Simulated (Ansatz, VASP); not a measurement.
## One calculation of BaTiO3, two programs

Contents of INCAR:

```
PREC     = Accurate       # precision mode
ENCUT    = 520            # plane-wave cutoff, eV
EDIFF    = 1E-6           # SCF threshold, eV
ISMEAR   = 0              # smearing method
SIGMA    = 0.05           # smearing width, eV
LREAL    = Auto         
LASPH    = True           # aspherical terms in the spheres
NELM     = 60             # most SCF steps
ALGO     = Normal         # electronic algorithm
ISIF     = 2              # what is computed and relaxed
LWAVE    = False          # write WAVECAR
LCHARG   = False          # write CHGCAR
GGA      = PE             # functional
NBANDS   = 73             # bands
```

KPOINTS

```
regular mesh
0
Gamma
  7 7 3
```

The input POSCAR:

```
BaTiO3
1.0
    0.0000000000      2.8905577535     -2.9158992878
   -3.9723905816      0.0000000000      0.0000000000
    0.0000000000      9.7369524015      9.8037188631
Ba Ti O
3 3 9
Direct
    0.9857856627      0.0000000000      0.8207610207
    0.9876808441      0.0000000000      0.2264689466
    0.9867332534      0.0000000000      0.5236149837
    0.4719302270      0.5000000000      0.0827123839
    0.4709826363      0.5000000000      0.3798584210
    0.4700350456      0.5000000000      0.6770044580
    0.5124882495      1.0000000000      0.0706721375
    0.5115406587      1.0000000000      0.3678181746
    0.5105930680      1.0000000000      0.6649642116
    0.0234004037      0.5000000000      0.0724180568
    0.0224528129      0.5000000000      0.3695640938
    0.0215052222      0.5000000000      0.6667101309
    0.5061491726      0.5000000000      0.2160009982
    0.5052015819      0.5000000000      0.5131470353
    0.5042539912      0.5000000000      0.8102930724
```

Input for Ansatz:

```yaml
crystal:
  lattice:
    - [0.0, 2.8905577535, -2.9158992878]
    - [-3.9723905816, 0.0, 0.0]
    - [0.0, 9.7369524015, 9.8037188631]
  atoms:
    - { symbol: Ba, position: [0.9857856627, 0.0, 0.8207610207] }
    - { symbol: Ba, position: [0.9876808441, 0.0, 0.2264689466] }
    - { symbol: Ba, position: [0.9867332534, 0.0, 0.5236149837] }
    - { symbol: Ti, position: [0.471930227, 0.5, 0.0827123839] }
    - { symbol: Ti, position: [0.4709826363, 0.5, 0.379858421] }
    - { symbol: Ti, position: [0.4700350456, 0.5, 0.677004458] }
    - { symbol: O, position: [0.5124882495, 1.0, 0.0706721375] }
    - { symbol: O, position: [0.5115406587, 1.0, 0.3678181746] }
    - { symbol: O, position: [0.510593068, 1.0, 0.6649642116] }
    - { symbol: O, position: [0.0234004037, 0.5, 0.0724180568] }
    - { symbol: O, position: [0.0224528129, 0.5, 0.3695640938] }
    - { symbol: O, position: [0.0215052222, 0.5, 0.6667101309] }
    - { symbol: O, position: [0.5061491726, 0.5, 0.2160009982] }
    - { symbol: O, position: [0.5052015819, 0.5, 0.5131470353] }
    - { symbol: O, position: [0.5042539912, 0.5, 0.8102930724] }
basis:
  ecutwfc: 420
kpoints:
  mp_grid: { grid: [7, 7, 3] }
hamiltonian:
  xc: pbe
scf:
  occupations: { method: gaussian, width: 0.05 }
output:
  forces: true
  stress: true
  eigenvalues: true
```

Alike in both runs: task single point; functional PBE; k mesh 7 × 7 × 3; occupations gaussian, width 0.05 eV; no spin polarisation.

|  | VASP | Ansatz |
| --- | --- | --- |
| version | VASP 6.6.1 | Ansatz 0.2.0 |
| potentials or method | VASP PAW PBE potentials, release 64 (Ba_sv, Ti_sv, O), cutoff 520 eV | scalar-relativistic, plane waves, PAW |
| valence electrons in the cell | 120 | 120 |

```tsv
	VASP	Ansatz	Ansatz less VASP
gap on the k mesh at the Fermi level (eV)	0.87	0.87	+0.001
least direct gap on the mesh (eV)	1.65	1.65	-0.003
pressure (GPa)	-1.7	-3.0	-1.28
traceless stress, the component that is largest in VASP (GPa)	0.17	0.22	+0.050
rms of the force components (eV/Å)	0.330	0.322	-0.0080
```

Atom by atom the forces differ by 0.044 eV/Å (rms over components).

Neither program's run includes spin-orbit coupling.
